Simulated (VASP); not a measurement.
A run of VASP 6.6.1 is set up as follows.

POSCAR

```
CdSe
1.0
    4.2984999142      0.0107462498      0.0000000000
   -2.1399434318      3.7172369990      0.0000000000
    0.0000000000      0.0000000000      7.0152000000
Cd Se
2 2
Direct
    0.6666666667      0.3333333333      0.0000000000
    0.3333333333      0.6666666667      0.5000000000
    0.6666666667      0.3333333333      0.3750000000
    0.3333333333      0.6666666667      0.8750000000
```

INCAR.step1

```
PREC = Accurate ; ENCUT = 520
ISMEAR = 0 ; SIGMA = 0.05
LREAL = F ; LASPH = T
NELM = 60 ; NBANDS = 26
GGA = PE ; ALGO = Normal
EDIFF = 1E-4 ; LWAVE = T
LCHARG = F
```

INCAR.step2

```
PREC = Accurate ; ENCUT = 520
EDIFF = 1E-6 ; ISMEAR = 0
SIGMA = 0.05 ; LREAL = F
LASPH = T ; NELM = 60
ALGO = Normal ; ISIF = 2
LWAVE = F ; LCHARG = F
METAGGA = R2SCAN ; LMIXTAU = T
NBANDS = 26 ; ISTART = 1
```

KPOINTS

```
regular mesh
0
Gamma
  6 6 4
```

Potentials or basis: VASP PAW PBE potentials, release 64 (Cd, Se).

Command:

```bash
$ cat potpaw_PBE.64/Cd/POTCAR potpaw_PBE.64/Se/POTCAR > POTCAR
$ cp INCAR.step1 INCAR
$ mpirun -np 1 vasp_std > vasp.out
$ cp INCAR.step2 INCAR
$ mpirun -np 1 vasp_std > vasp.out
```

**Question.** What does it give for the largest force?

**Answer.** 0.041 eV/Å.

**Question.** Predict the pressure.

**Answer.** 1.8 GPa.

**Question.** Estimate the band gap on the k mesh.

**Answer.** 1.15 eV.

Stress tensor (GPa, compression positive):
```
 1.78 -0.18  0.00
-0.18  1.78  0.00
 0.00  0.00  1.92
```

Caveat: the cell differs from its parent crystal (strain +0.0050 x Voigt [0, 0, 0, 0, 0, 1]); the PAW data sets were made with another functional, which shifts forces and pressure a little.
